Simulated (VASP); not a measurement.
Input of a VASP 6.6.1 run:

File POSCAR:

```
Al3Sb2P
1.0
   -2.1405233697      6.4222076820      3.0230404308
    2.1405233697     -6.4222076820      3.0230404308
    2.1405233697      6.4222076820     -3.0230404308
P Al Sb
1 3 2
Direct
    0.0028993382      0.0028993382      0.0000000000
    0.2165888353      0.7165888353      0.5000000000
    0.6142393793      0.7673189262      0.8469204531
    0.9203984731      0.7673189262      0.1530795469
    0.3332560039     -0.0020630129      0.3353190168
    0.6626179703     -0.0020630129      0.6646809832
```

INCAR.step1

```
PREC = Accurate
ENCUT = 520
ISMEAR = 0
SIGMA = 0.01
LREAL = F
LASPH = T
NELM = 100
NBANDS = 21
GGA = PE
ALGO = Normal
EDIFF = 1E-4
LWAVE = T
LCHARG = F
```

The input INCAR.step2:

```
PREC = Accurate
ENCUT = 520
EDIFF = 1E-6
ISMEAR = 0
SIGMA = 0.01
LREAL = F
LASPH = T
NELM = 100
ALGO = Normal
ISIF = 2
LWAVE = F
LCHARG = F
METAGGA = R2SCAN
LMIXTAU = T
NBANDS = 21
ISTART = 1
```

File KPOINTS:

```
regular mesh
0
Gamma
  6 6 6
```

Potentials or basis: VASP PAW PBE potentials, release 64 (P, Al, Sb).

Run with:

```sh
$ cat potpaw_PBE.64/P/POTCAR potpaw_PBE.64/Al/POTCAR potpaw_PBE.64/Sb/POTCAR > POTCAR
$ cp INCAR.step1 INCAR
$ mpirun -np 1 vasp_std > vasp.out
$ cp INCAR.step2 INCAR
$ mpirun -np 1 vasp_std > vasp.out
```

(1) What does it give for the pressure?

(2) Predict the largest force.

Results:

(1) -3.3 GPa.

(2) 0.113 eV/Å.

Caveat: the cell stands under tension; the PAW data sets were made with another functional, which shifts forces and pressure a little.
